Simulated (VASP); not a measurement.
The system is ZnCo2.

```xyz
3
Lattice="2.5695 0.0000 0.0000 -1.2848 2.2253 0.0000 0.0000 0.0000 6.2071" Properties=species:S:1:pos:R:3 pbc="T T T"
Zn    0.0000    0.0000    0.0000
Co    0.0000    1.4835    4.0549
Co    1.2848    0.7418    2.1522
```

| Item | Value |
| --- | --- |
| Program | VASP 6.6.1 |
| Task | relaxation of cell and atoms |
| Functional | PBEsol |
| Potentials or basis | VASP PAW PBE potentials, release 64 (Zn, Co) |
| Cutoff | 600 eV |
| k mesh | 9 × 9 × 4 |
| Occupations | gaussian, width 0.1 eV |
| Spin | collinear spin, ferromagnetic start |
| Starting moments | [0.0, 1.75, 1.75] μB |

At the start: pressure -9.0 GPa; volume 11.83 Å³/atom.

How do energy, volume and symmetry change on relaxing?

Over 5 steps the energy falls by 19.4 meV/atom and the volume is 11.16 Å³/atom (-5.6 %); space group P-3m1 (No. 164, to 0.05 Å); moment 2.78 μB per cell.

The path:
```csv
step,energy change (eV),largest force (eV/Å),pressure (GPa),volume (Å³)
1,0.0000,0.1124,-8.97,35.49
2,-0.0199,0.3814,8.59,32.20
3,-0.0566,0.1455,-0.10,33.60
4,-0.0566,0.1505,0.10,33.56
5,-0.0582,0.0085,0.16,33.49
```

Final structure:
```
Zn Co
1.0
     2.51531    0.00000    0.00000
    -1.25765    2.17832    0.00000
     0.00000    0.00000    6.11239
Zn Co
1 2
Direct
  0.00000 0.00000 0.00000
  0.33333 0.66667 0.65384
  0.66667 0.33333 0.34616
```

Caveat: the PAW data sets were made with another functional, which shifts forces and pressure a little; the relaxation stopped at a loose force limit of 0.05 eV/Å, so its end isn't a converged minimum.
